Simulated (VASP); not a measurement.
# CoC (CsCl type) (Pm-3m) in VASP: a series of runs, part 2 of 2

VASP 6.6.1.

## Step 5: Single point, PBEsol, collinear spin, ferromagnetic start (volume scaled by 0.88)

Contents of INCAR:

```
SYSTEM = CoC
ALGO = Normal
EDIFF = 1E-6
ENCUT = 520
GGA = PS
ISIF = 2
ISMEAR = -1
ISPIN = 2
LASPH = .True.
LCHARG = .True.
LELF = .True.
LMAXMIX = 4
LORBIT = 11
LREAL = .False.
LVHAR = .True.
LWAVE = .False.
MAGMOM = 1.7 0
NBANDS = 18
NELM = 150
PREC = Accurate
SIGMA = 0.05
```

Contents of KPOINTS:

```
k-points
0
Gamma
  14 14 14
  0 0 0
```

Contents of POSCAR:

```
CoC
1.0
    2.3578843505      0.0000000000      0.0000000000
    0.0000000000      2.3578843505      0.0000000000
    0.0000000000      0.0000000000      2.3578843505
Co C
1 1
Direct
    0.0000000000      0.0000000000      0.0000000000
    0.5000000000      0.5000000000      0.5000000000
```

Started as:

```console
$ cat potpaw_PBE.64/Co/POTCAR potpaw_PBE.64/C/POTCAR > POTCAR
$ mpirun -np 1 vasp_std > vasp.out
```

It took 25 s on 1 thread of AMD EPYC 9R45 (Zen 5), shared host; peak memory 0.13 GiB.

It converged, with:

* Free energy: -14.9429 eV
* Pressure: 57.0 GPa
* Net moment: 0.73 μB per cell
* Site moments: Co +0.64; C +0.06 μB
* Valence electrons inside the program's atomic spheres: Co 9.05; C 2.33

Levels at points of the mesh, in eV from the Fermi level:
Spin up:
| k point | band 4 | band 5 | band 6 | band 7 | band 8 | band 9 | band 10 | band 11 |
| --- | --- | --- | --- | --- | --- | --- | --- | --- |
| (0.00, 0.00, 0.00) | -1.63 | -1.63 | -1.63 | 0.51 | 0.51 | 0.51 | 13.54 | 16.12 |
| (0.50, 0.00, 0.00) | -4.45 | -4.45 | -1.46 | -0.40 | 5.09 | 5.09 | 14.95 | 15.13 |
| (0.50, 0.50, 0.00) | -4.96 | -2.80 | -2.80 | -0.80 | 1.08 | 3.07 | 7.32 | 18.37 |
| (0.50, 0.50, 0.50) | -6.35 | -0.73 | -0.73 | 3.68 | 3.68 | 3.68 | 6.66 | 6.66 |
Spin down:
```
           k point  band 4  band 5  band 6  band 7  band 8  band 9
(0.00, 0.00, 0.00)   -1.12   -1.12   -1.12    0.66    0.66    0.66
(0.50, 0.00, 0.00)   -4.08   -4.08   -0.95    0.55    5.39    5.39
(0.50, 0.50, 0.00)   -4.26   -2.33   -2.33    0.24    1.54    3.23
(0.50, 0.50, 0.50)   -6.19    0.32    0.32    4.09    4.09    4.09
```

Caveat: the cell differs from its parent crystal (volume scaled by 0.88); the PAW data sets were made with another functional, which shifts forces and pressure a little.

## Step 6: Single point, PBEsol, collinear spin, ferromagnetic start

This run uses another cell than the first one, of 7.45 Å³/atom, 1.282 times its volume.

Contents of INCAR:

```
SYSTEM = CoC
PREC = Accurate
ENCUT = 520
EDIFF = 1E-7
ISMEAR = -1
SIGMA = 0.05
LREAL = .False.
LASPH = .True.
NELM = 150
ALGO = Normal
ISIF = 2
LWAVE = .False.
LCHARG = .False.
ISPIN = 2
MAGMOM = 1.7 0
LORBIT = 11
LMAXMIX = 4
GGA = PS
NBANDS = 18
```

Contents of KPOINTS:

```
Automatic mesh
0
Gamma
  14 14 14
  0 0 0
```

Contents of POSCAR:

```
CoC
1.0
    2.4605277985      0.0000000000      0.0000000000
    0.0000000000      2.4605277985      0.0000000000
    0.0000000000      0.0000000000      2.4605277985
Co C
1 1
Direct
    0.0000000000      0.0000000000      0.0000000000
    0.5000000000      0.5000000000      0.5000000000
```

Potentials or basis: VASP PAW PBE potentials, release 64 (Co, C).

Started as:

```console
$ cat potpaw_PBE.64/Co/POTCAR potpaw_PBE.64/C/POTCAR > POTCAR
$ mpirun -np 1 vasp_std > vasp.out
```

OUTCAR:

```text
SYSTEM = CoC
   PREC = Accurate
   ENCUT = 520
   EDIFF = 1E-7
   ISMEAR = -1
   LREAL = .False.
   LASPH = .True.
   NELM = 150
   ISIF = 2
   ISPIN = 2
   LORBIT = 11
   GGA = PS

 ion  position               nearest neighbor table
   1  0.000  0.000  0.000-   2 2.13   2 2.13   2 2.13   2 2.13   2 2.13   2 2.13   2 2.13   2 2.13

   2  0.500  0.500  0.500-   1 2.13   1 2.13   1 2.13   1 2.13   1 2.13   1 2.13   1 2.13   1 2.13

  LATTYP: Found a simple cubic cell.
 ALAT       =     2.4605277985

  Lattice vectors:

 A1 = (   2.4605277985,   0.0000000000,   0.0000000000)
 A2 = (   0.0000000000,   2.4605277985,   0.0000000000)
 A3 = (   0.0000000000,   0.0000000000,   2.4605277985)

Analysis of symmetry for initial positions (statically):
=====================================================================
 Subroutine PRICEL returns:
 Original cell was already a primitive cell.

 Routine SETGRP: Setting up the symmetry group for a
 simple cubic supercell.

 Subroutine GETGRP returns: Found 48 space group operations
[... 701 lines left out ...]
      5      11.4176      1.00000
      6      11.4176      1.00000
[... 493 lines left out ...]
     17      42.1181      0.00000
     18      46.1992      0.00000

 [... further k-points ...]

------------------------ aborting loop because EDIFF is reached ----------------------------------------

  FORCE on cell =-STRESS in cart. coord.  units (eV):
  Direction    XX          YY          ZZ          XY          YZ          ZX
  --------------------------------------------------------------------------------------
  -------------------------------------------------------------------------------------
  Total       -0.0140414     -0.0140414     -0.0140414      0.0000000     -0.0000000     -0.0000000
  in kB       -1.5102040     -1.5102040     -1.5102040      0.0000000     -0.0000000     -0.0000000
  external PRESSURE =      -1.5102040 kB  Pullay stress =       0.0000000 kB

 VOLUME and BASIS-vectors are now :
 -----------------------------------------------------------------------------
  energy-cutoff  :      520.00
  volume of cell :       14.90
      direct lattice vectors                 reciprocal lattice vectors
     2.460527798  0.000000000  0.000000000     0.406416867  0.000000000  0.000000000
     0.000000000  2.460527798  0.000000000     0.000000000  0.406416867  0.000000000
     0.000000000  0.000000000  2.460527798     0.000000000  0.000000000  0.406416867

 POSITION                                       TOTAL-FORCE (eV/Angst)
 -----------------------------------------------------------------------------------
      0.00000      0.00000      0.00000         0.000000      0.000000      0.000000
      1.23026      1.23026      1.23026         0.000000      0.000000      0.000000
 -----------------------------------------------------------------------------------
    total drift:                                0.000000     -0.000000     -0.000000

  FREE ENERGIE OF THE ION-ELECTRON SYSTEM (eV)
  ---------------------------------------------------
  free  energy   TOTEN  =       -15.2239130027 eV

  energy  without entropy=      -15.2152727980  energy(sigma->0) =      -15.21959290

 total charge

# of ion       s       p       d       tot
------------------------------------------
    1        0.447   0.687   7.503   8.638
    2        0.904   1.328   0.000   2.232
--------------------------------------------------
tot          1.351   2.015   7.503  10.870

 magnetization (x)

# of ion       s       p       d       tot
------------------------------------------
    1        0.005   0.000   0.703   0.708
    2        0.013   0.035   0.000   0.048
--------------------------------------------------
tot          0.018   0.035   0.703   0.756
```

OSZICAR:

```text
N       E                     dE             d eps       ncg     rms          rms(c)
DAV:   1     0.473459178886E+02    0.47346E+02   -0.53333E+03  9154   0.846E+02
DAV:   2    -0.158092984555E+02   -0.63155E+02   -0.55205E+02  9658   0.184E+02
DAV:   3    -0.186959167105E+02   -0.28866E+01   -0.28085E+01  9752   0.402E+01
DAV:   4    -0.187208376500E+02   -0.24921E-01   -0.24895E-01 10016   0.349E+00
DAV:   5    -0.187212578226E+02   -0.42017E-03   -0.42013E-03 10408   0.447E-01    0.219E+01
DAV:   6    -0.259176563691E+02   -0.71964E+01   -0.11067E+02 11334   0.108E+02    0.294E+01
DAV:   7    -0.152273044095E+02    0.10690E+02   -0.39213E+01 11102   0.693E+01    0.345E+00
DAV:   8    -0.152391646492E+02   -0.11860E-01   -0.54898E-01 10428   0.501E+00    0.213E+00
DAV:   9    -0.152249769086E+02    0.14188E-01   -0.48718E-02 11814   0.242E+00    0.601E-01
DAV:  10    -0.152241820771E+02    0.79483E-03   -0.12098E-03 10614   0.362E-01    0.207E-01
DAV:  11    -0.152240234219E+02    0.15866E-03   -0.23781E-04 11246   0.194E-01    0.119E-01
DAV:  12    -0.152239116173E+02    0.11180E-03   -0.38327E-04 13694   0.143E-01    0.320E-02
DAV:  13    -0.152239159257E+02   -0.43084E-05   -0.14562E-05 12564   0.292E-02    0.248E-02
DAV:  14    -0.152239137398E+02    0.21858E-05   -0.39547E-06 12146   0.152E-02    0.106E-02
DAV:  15    -0.152239131905E+02    0.54935E-06   -0.37758E-07  9266   0.421E-03    0.438E-03
DAV:  16    -0.152239130236E+02    0.16683E-06   -0.17983E-07  5456   0.335E-03    0.112E-03
DAV:  17    -0.152239130027E+02    0.20909E-07   -0.28150E-08  5010   0.116E-03
   1 F= -.15223913E+02 E0= -.15219593E+02  d E =-.864020E-02  mag=     0.7772
```

Wall time 27 s (1 thread of AMD EPYC 9R45 (Zen 5), shared host); peak memory 0.13 GiB.

Results:

```
Free energy                                           : -15.2239 eV
Pressure                                              : -0.2 GPa
Net moment                                            : 0.78 μB per cell
Site moments                                          : Co +0.71; C +0.05 μB
Valence electrons inside the program's atomic spheres : Co 8.64; C 2.23
```

Levels at points of the mesh, in eV from the Fermi level:
Spin up:
| k point | band 5 | band 6 | band 7 | band 8 | band 9 | band 10 |
| --- | --- | --- | --- | --- | --- | --- |
| (0.00, 0.00, 0.00) | -1.41 | -1.41 | 0.68 | 0.68 | 0.68 | 11.18 |
| (0.50, 0.00, 0.00) | -3.73 | -1.27 | -0.43 | 4.56 | 4.56 | 13.42 |
| (0.50, 0.50, 0.00) | -2.35 | -2.35 | -0.78 | 0.58 | 2.98 | 6.45 |
| (0.50, 0.50, 0.50) | -0.73 | -0.73 | 3.22 | 3.22 | 3.22 | 6.35 |
Spin down:
| k point | band 3 | band 4 | band 5 | band 6 | band 7 | band 8 | band 9 | band 10 |
| --- | --- | --- | --- | --- | --- | --- | --- | --- |
| (0.00, 0.00, 0.00) | -3.99 | -0.84 | -0.84 | -0.84 | 0.80 | 0.80 | 0.80 | 11.38 |
| (0.50, 0.00, 0.00) | -3.32 | -3.32 | -3.31 | -0.70 | 0.59 | 4.84 | 4.84 | 13.57 |
| (0.50, 0.50, 0.00) | -5.97 | -3.44 | -1.82 | -1.82 | 0.34 | 1.08 | 3.10 | 6.90 |
| (0.50, 0.50, 0.50) | -7.52 | -6.30 | 0.40 | 0.40 | 3.65 | 3.65 | 3.65 | 6.46 |

Caveat: the PAW data sets were made with another functional, which shifts forces and pressure a little.

## Step 7: Overview

| cell | gap on the mesh (eV) | pressure (GPa) | moment (μB) |
| --- | --- | --- | --- |
| a = 2.265 Å, 2 atoms | none | 145.2 | 0.61 |
| a = 2.358 Å, 2 atoms | none | 57.0 | 0.73 |
| a = 2.461 Å, 2 atoms | none | -0.2 | 0.78 |

Alike in all rows: task single point; level PBEsol; potentials or basis VASP PAW PBE potentials, release 64 (Co, C); spin collinear, ferromagnetic start; k mesh 14 × 14 × 14; cutoff (eV) 520; smearing fermi-dirac 0.05 eV.

Caveats: the PAW data sets were made with another functional, which shifts forces and pressure a little.

Absolute energies hang on the potentials; compare differences alone.
